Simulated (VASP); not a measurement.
# GeSe (Pnma) in VASP: settings compared

Aim: see how the results for GeSe move with the level of theory and the settings. Levels: PBE, LDA, r2SCAN. Tasks: single point, relaxation of cell and atoms.

Everything below comes from runs of VASP 6.6.1. Logs are shortened: lines on timing, memory, paths and dates and some standing lists are left out, and cuts for length are marked.

## 1. The cell of the first run

It takes space group Pnma (No. 62, orthorhombic). The conventional cell has a = 11.172 Å, b = 3.881 Å, c = 4.527 Å, α = 90.00°, β = 90.00°, γ = 90.00°. Ge (site symmetry m) has 6 Se at 2.59 to 3.50 Å and 2 Ge at 3.59 Å within 3.6 Å. Se (site symmetry m) has 6 Ge at 2.59 to 3.50 Å within 3.6 Å.

## 2. Single point, PBE

The input, INCAR:

```
PREC = Accurate ; ENCUT = 500
EDIFF = 1E-6 ; ISMEAR = -1
SIGMA = 0.02 ; LREAL = F
LASPH = T ; NELM = 120
ALGO = Normal ; ISIF = 2
LWAVE = F ; LCHARG = F
GGA = PE ; NBANDS = 50
GGA_COMPAT = F
```

The input, KPOINTS:

```
regular mesh
0
Gamma
  4 8 6
```

The input, POSCAR:

```
GeSe
1.0
   11.1718424407      0.0000000000      0.0000000000
    0.0000000000      3.8805772099      0.0000000000
    0.0000000000      0.0000000000      4.5268641395
Ge Se
4 4
Direct
    0.1261816717      0.7500000000      0.8786765273
    0.6261816717      0.7500000000      0.6213234727
    0.3738183283      0.2500000000      0.3786765273
    0.8738183283      0.2500000000      0.1213234727
    0.8526064979      0.7500000000      0.5016484542
    0.3526064979      0.7500000000     -0.0016484542
    0.6473935021      0.2500000000      1.0016484542
    0.1473935021      0.2500000000      0.4983515458
```

Potentials or basis: VASP PAW PBE potentials, release 64 (Ge_d, Se).

Started as:

```bash
$ cat potpaw_PBE.64/Ge_d/POTCAR potpaw_PBE.64/Se/POTCAR > POTCAR
$ mpirun -np 1 vasp_std > vasp.out
```

OUTCAR:

```text
PREC = Accurate
   ENCUT = 500
   EDIFF = 1E-6
   ISMEAR = -1
   LREAL = F
   LASPH = T
   NELM = 120
   ISIF = 2
   GGA = PE

 ion  position               nearest neighbor table
   1  0.126  0.750  0.879-   6 2.59   8 2.60   8 2.60
   2  0.626  0.750  0.621-   5 2.59   7 2.60   7 2.60
   3  0.374  0.250  0.379-   8 2.59   6 2.60   6 2.60
   4  0.874  0.250  0.121-   7 2.59   5 2.60   5 2.60
   5  0.853  0.750  0.502-   2 2.59   4 2.60   4 2.60
   6  0.353  0.750  0.998-   1 2.59   3 2.60   3 2.60
   7  0.647  0.250  0.002-   4 2.59   2 2.60   2 2.60
   8  0.147  0.250  0.498-   3 2.59   1 2.60   1 2.60

  LATTYP: Found a simple orthorhombic cell.
 ALAT       =     3.8805772099
 B/A-ratio  =     1.1665440203
 C/A-ratio  =     2.8789125525

  Lattice vectors:

 A1 = (   0.0000000000,   3.8805772099,   0.0000000000)
 A2 = (   0.0000000000,   0.0000000000,   4.5268641395)
 A3 = (  11.1718424407,   0.0000000000,   0.0000000000)

Analysis of symmetry for initial positions (statically):
=====================================================================
 Subroutine PRICEL returns:
 Original cell was already a primitive cell.

 Routine SETGRP: Setting up the symmetry group for a
 simple orthorhombic supercell.

 Subroutine GETGRP returns: Found  8 space group operations
 (whereof  2 operations were pure point group operations)
 out of a pool of  8 trial point group operations.

The static configuration has the point symmetry S_2 .
 The point group associated with its full space group is D_2h.

Analysis of symmetry for dynamics (positions and initial velocities):
=====================================================================
 Subroutine PRICEL returns:
 Original cell was already a primitive cell.

 Routine SETGRP: Setting up the symmetry group for a
 simple orthorhombic supercell.

 Subroutine GETGRP returns: Found  8 space group operations
 (whereof  2 operations were pure point group operations)
 out of a pool of  8 trial point group operations.

The dynamic configuration has the point symmetry S_2 .
 The point group associated with its full space group is D_2h.

 Subroutine INISYM returns: Found  8 space group operations
 (whereof  2 operations are pure point group operations),
 and found     1 'primitive' translations

----------------------------------------------------------------------------------------

                                     Primitive cell
[... 102 lines left out ...]
   NELM   =    120;   NELMIN=  2; NELMDL= -5     # of ELM steps
   EDIFF  = 0.1E-05   stopping-criterion for ELM
   LREAL  =      F    real-space projection
   EDIFFG = 0.1E-04   stopping-criterion for IOM
   NSW    =      0    number of steps for IOM
   IBRION =     -1    ionic relax: 0-MD 1-quasi-New 2-CG
   NFREE  =      0    steps in history (QN), initial steepest desc. (CG)
   ISIF   =      2    stress and relaxation
   ISYM   =      2    0-nonsym 1-usesym 2-fastsym
   POTIM  = 0.5000    time-step for ionic-motion
   TEBEG  =    0.0;   TEEND  =   0.0 temperature during run
   PSTRESS=    0.0 pullay stress
   NELECT =      80.0000    total number of electrons
   NUPDOWN=      -1.0000    fix difference up-down
   EMIN   =  10.00;   EMAX   =-10.00  energy-range for DOS
   EFERMI =   0.00;   METHOD = LEGACY
   ISMEAR =    -1;   SIGMA  =   0.02  broadening in eV -4-tet -1-fermi 0-gaus
   EFERMI_NEDOS =   21; number of points for ismear=-14 and -15
   IALGO  =     38    algorithm
   IMIX   =      4    mixing-type and parameters
     AMIX     =   0.40;   BMIX     =  1.00
     AMIX_MAG =   1.60;   BMIX_MAG =  1.00
  volume/ion in A,a.u.               =      24.53       165.55
  Fermi-wavevector in a.u.,A,eV,Ry     =   1.213851  2.293845 20.047282  1.473434
  Thomas-Fermi vector in A             =   2.349290
   LORBIT       =      0    0 simple, 1 ext, 2 COOP (PROOUT), +10 PAW based schemes
   GGA     = PE    functional components
   LHFCALC =     F    Hartree Fock is set to
   AEXX    =    0.0000 exact exchange contribution
   IVDW    =     0    specifies the selected vdW correction
   LEPSILON=     F    determine dielectric tensor
   LRPA    =     F    only Hartree local field effects (RPA)
 non-spin polarized calculation
  energy-cutoff  :      500.00
  volume of cell :      196.25
 maximum number of plane-waves:      5040
 NGX is ok and might be reduce to    84
   NGX = 41   NGY = 15   NGZ = 17

 number of electron      80.0000036 magnetization

 Free energy of the ion-electron system (eV)
  ---------------------------------------------------
  ext. energy  EPLUGINS =         0.00000000
  ---------------------------------------------------
  free energy    TOTEN  =       -33.87804199 eV

  energy without entropy =      -33.87804199  energy(sigma->0) =      -33.87804199

 E-fermi :   4.1009     XC(G=0):  -9.6011

 val. band max:        3.6911607735   @ k =   0.0000   0.0000   0.3333
 cond. band min:       4.5574191560   @ k =   0.0000   0.0000   0.0000
 fundamental gap:      0.8662583825
 Fermi energy:         4.1009378230

 k-point     1 :       0.0000    0.0000    0.0000
  band No.  band energies     occupation
      1     -20.8061      2.00000
      2     -20.8049      2.00000
      3     -20.8035      2.00000
      4     -20.8028      2.00000
      5     -20.8021      2.00000
      6     -20.8021      2.00000
[... 1261 lines left out ...]
     49       8.0687      0.00000
     50       8.0687      0.00000

 [... further k-points ...]
[... 5 lines left out ...]
  --------------------------------------------------------------------------------------
  -------------------------------------------------------------------------------------
  Total        0.0771161      0.0250522      0.0460203      0.0000000      0.0000000      0.0000000
  in kB        0.6295599      0.2045212      0.3757005      0.0000000      0.0000000      0.0000000
  external PRESSURE =       0.4032605 kB  Pullay stress =       0.0000000 kB

 VOLUME and BASIS-vectors are now :
 -----------------------------------------------------------------------------
  energy-cutoff  :      500.00
  volume of cell :      196.25
      direct lattice vectors                 reciprocal lattice vectors
    11.171842441  0.000000000  0.000000000     0.089510750  0.000000000  0.000000000
     0.000000000  3.880577210  0.000000000     0.000000000  0.257693623  0.000000000
     0.000000000  0.000000000  4.526864139     0.000000000  0.000000000  0.220903471

 POSITION                                       TOTAL-FORCE (eV/Angst)
 -----------------------------------------------------------------------------------
      1.40968      2.91043      3.97765        -0.010920     -0.000000      0.012314
      6.99560      2.91043      2.81265        -0.010920     -0.000000     -0.012314
      4.17624      0.97014      1.71422         0.010920      0.000000      0.012314
      9.76216      0.97014      0.54921         0.010920      0.000000     -0.012314
      9.52519      2.91043      2.27089         0.011588     -0.000000      0.009550
      3.93926      2.91043      4.51940         0.011588     -0.000000     -0.009550
      7.23258      0.97014      0.00746        -0.011588     -0.000000      0.009550
      1.64666      0.97014      2.25597        -0.011588      0.000000     -0.009550
 -----------------------------------------------------------------------------------
    total drift:                                0.000000     -0.000000     -0.000000

  FREE ENERGIE OF THE ION-ELECTRON SYSTEM (eV)
  ---------------------------------------------------
  free  energy   TOTEN  =       -33.8780419917 eV

  energy  without entropy=      -33.8780419917  energy(sigma->0) =      -33.87804199
```

OSZICAR:

```text
N       E                     dE             d eps       ncg     rms          rms(c)
DAV:   1     0.890906719423E+03    0.89091E+03   -0.35512E+04  7580   0.323E+03
DAV:   2     0.143330697926E+03   -0.74758E+03   -0.71405E+03  6008   0.907E+02
DAV:   3    -0.204186100495E+02   -0.16375E+03   -0.15617E+03  6956   0.220E+02
DAV:   4    -0.338689084862E+02   -0.13450E+02   -0.13235E+02  7232   0.693E+01
DAV:   5    -0.342605177600E+02   -0.39161E+00   -0.38970E+00  6930   0.124E+01    0.651E+00
DAV:   6    -0.338860341217E+02    0.37448E+00   -0.68470E-01  8332   0.457E+00    0.403E+00
DAV:   7    -0.338795234040E+02    0.65107E-02   -0.30072E-01  7606   0.192E+00    0.119E+00
DAV:   8    -0.338775401481E+02    0.19833E-02   -0.29151E-02  8088   0.131E+00    0.227E-01
DAV:   9    -0.338779331430E+02   -0.39299E-03   -0.45922E-03  7382   0.522E-01    0.839E-02
DAV:  10    -0.338780106895E+02   -0.77547E-04   -0.45398E-04  6884   0.106E-01    0.328E-02
DAV:  11    -0.338780461455E+02   -0.35456E-04   -0.65774E-05  7496   0.530E-02    0.143E-02
DAV:  12    -0.338780413057E+02    0.48399E-05   -0.12490E-05  5926   0.184E-02    0.324E-03
DAV:  13    -0.338780419917E+02   -0.68601E-06   -0.27653E-06  5284   0.922E-03
   1 F= -.33878042E+02 E0= -.33878042E+02  d E =-.122414E-10
```

Run time: 3.9 min. Hardware: 1 thread of Intel Xeon 6975P-C (Granite Rapids), shared host; peak memory 0.53 GiB.

What came out:

- Free energy: -33.8780 eV
- Pressure: 0.0 GPa
- Largest force: 0.016 eV/Å
- Band gap on the k mesh: 0.87 eV (least direct gap 0.97 eV)

Forces in eV/Å, atoms in the order of the input:
```
Ge  -0.011  0.000  0.012
Ge  -0.011  0.000 -0.012
Ge   0.011  0.000  0.012
Ge   0.011  0.000 -0.012
Se   0.012  0.000  0.010
Se   0.012  0.000 -0.010
Se  -0.012  0.000  0.010
Se  -0.012  0.000 -0.010
```

A k mesh can miss the band edges.

## 3. Relaxation of cell and atoms, LDA

This run uses another cell than the first one, of 22.57 Å³/atom.

The input, INCAR:

```
  ALGO = Normal
  EDIFF = 1E-7
  EDIFFG = -0.01
  ENCUT = 500
  GGA = CA
  GGA_COMPAT = F
  IBRION = 2
  ISIF = 3
  ISMEAR = -1
  KPAR = 4
  LASPH = T
  LCHARG = F
  LREAL = F
  LWAVE = F
  NELM = 120
  NELMIN = 4
  NSW = 80
  PREC = Accurate
  SIGMA = 0.02
```

The input, KPOINTS:

```
k-points
0
Gamma
  4 8 6
```

The input, POSCAR:

```
GeSe
1.0
   10.7900000000      0.0000000000      0.0000000000
    0.0000000000      3.8200000000      0.0000000000
    0.0000000000      0.0000000000      4.3800000000
Ge Se
4 4
Direct
    0.1210000000      0.7500000000      0.8940000000
    0.6210000000      0.7500000000      0.6060000000
    0.3790000000      0.2500000000      0.3940000000
    0.8790000000      0.2500000000      0.1060000000
    0.8520000000      0.7500000000      0.4970000000
    0.3520000000      0.7500000000      0.0030000000
    0.6480000000      0.2500000000      0.9970000000
    0.1480000000      0.2500000000      0.5030000000
```

Potentials or basis: VASP PAW LDA potentials, release 64 (Ge_d, Se).

Started as:

```bash
$ cat potpaw_LDA.64/Ge_d/POTCAR potpaw_LDA.64/Se/POTCAR > POTCAR
$ mpirun -np 4 vasp_std > vasp.out
```

Wall time 41 min (4 MPI ranks of Oxide Virtual Turin-like, shared host); peak memory 0.45 GiB.

Results (log left out):

```
Free energy                           : -39.1775 eV
Relaxed volume                        : 21.37 Å³/atom
Relaxed cell                          : a = 10.615 Å, b = 3.833 Å, c = 4.202 Å, α = 90.00°, β = 90.00°, γ = 90.00°
Space group after relaxing (to 0.1 Å) : Pnma (No. 62)
Energy gained by relaxing             : 9.1 meV/atom
Ionic steps                           : 26
Pressure after relaxing               : 0.0 GPa
Largest force after relaxing          : 0.009 eV/Å
Band gap on the k mesh                : 0.27 eV (least direct gap 0.72 eV)
```

Forces on the atoms (eV/Å):
```
Ge   0.008  0.000 -0.003
Ge   0.008  0.000  0.003
Ge  -0.008  0.000 -0.003
Ge  -0.008  0.000  0.003
Se  -0.008  0.000  0.004
Se  -0.008  0.000 -0.004
Se   0.008  0.000  0.004
Se   0.008  0.000 -0.004
```

Step by step:
```tsv
step	energy change (eV)	largest force (eV/Å)	pressure (GPa)	volume (Å³)
1	0.0000	0.1702	-1.57	180.53
2	-0.0310	0.2199	0.41	174.80
3	-0.0315	0.2049	0.17	175.46
4	-0.0458	0.1429	0.00	174.66
5	-0.0593	0.1214	-0.22	172.77
6	-0.0689	0.0607	-0.07	171.47
7	-0.0698	0.0390	-0.02	170.93
8	-0.0698	0.0375	-0.01	170.89
9	-0.0704	0.0287	0.04	170.88
10	-0.0710	0.0255	0.09	170.87
11	-0.0707	0.0525	0.20	170.84
12	-0.0711	0.0319	0.13	170.86
13	-0.0714	0.0247	0.01	171.20
14	-0.0714	0.0213	-0.07	171.37
15	-0.0714	0.0221	-0.07	171.33
16	-0.0716	0.0205	-0.06	171.27
17	-0.0719	0.0167	0.02	171.07
18	-0.0721	0.0161	-0.03	171.06
19	-0.0721	0.0195	-0.03	171.06
20	-0.0722	0.0173	0.02	170.91
21	-0.0723	0.0153	0.07	170.76
22	-0.0725	0.0117	0.00	170.92
23	-0.0725	0.0140	-0.04	170.98
24	-0.0725	0.0129	-0.01	170.95
25	-0.0725	0.0131	-0.03	170.96
26	-0.0725	0.0091	0.00	170.95
```

Final structure:
```
Ge Se
1.0
    10.61530    0.00000    0.00000
     0.00000    3.83257    0.00000
     0.00000    0.00000    4.20184
Ge Se
4 4
Direct
  0.11847 0.75000 0.89554
  0.61847 0.75000 0.60446
  0.38153 0.25000 0.39554
  0.88153 0.25000 0.10446
  0.85652 0.75000 0.50778
  0.35652 0.75000 0.99222
  0.64348 0.25000 0.00778
  0.14348 0.25000 0.49222
```

Levels at points of the mesh, in eV from the valence-band top:
```
           k point  band 36  band 37  band 38  band 39  band 40  band 41  band 42  band 43  band 44  band 45
(0.00, 0.00, 0.00)    -2.06    -1.64    -1.38    -1.01    -0.45     0.27     2.62     2.62     2.63     2.97
(0.50, 0.00, 0.00)    -2.46    -2.04    -2.04    -0.61    -0.61     2.17     2.17     2.40     2.40     3.57
(0.00, 0.50, 0.00)    -2.08    -1.39    -1.39    -1.26    -1.26     0.85     0.85     1.10     1.10     1.34
(0.50, 0.50, 0.00)    -2.49    -1.60    -1.60    -1.60    -1.60     1.33     1.33     1.33     1.33     1.76
(0.00, 0.00, 0.50)    -1.46    -1.13    -1.13    -0.54    -0.54     0.98     0.98     1.47     1.47     1.77
(0.50, 0.00, 0.50)    -2.08    -0.68    -0.68    -0.67    -0.67     1.00     1.00     1.56     1.56     1.84
(0.00, 0.50, 0.50)    -3.76    -2.68    -2.68    -1.84    -1.84     2.68     2.68     3.24     3.24     4.80
(0.50, 0.50, 0.50)    -4.54    -1.76    -1.76    -1.76    -1.76     2.26     2.26     2.26     2.26     5.21
```

(Continued in part 2 of 2.)
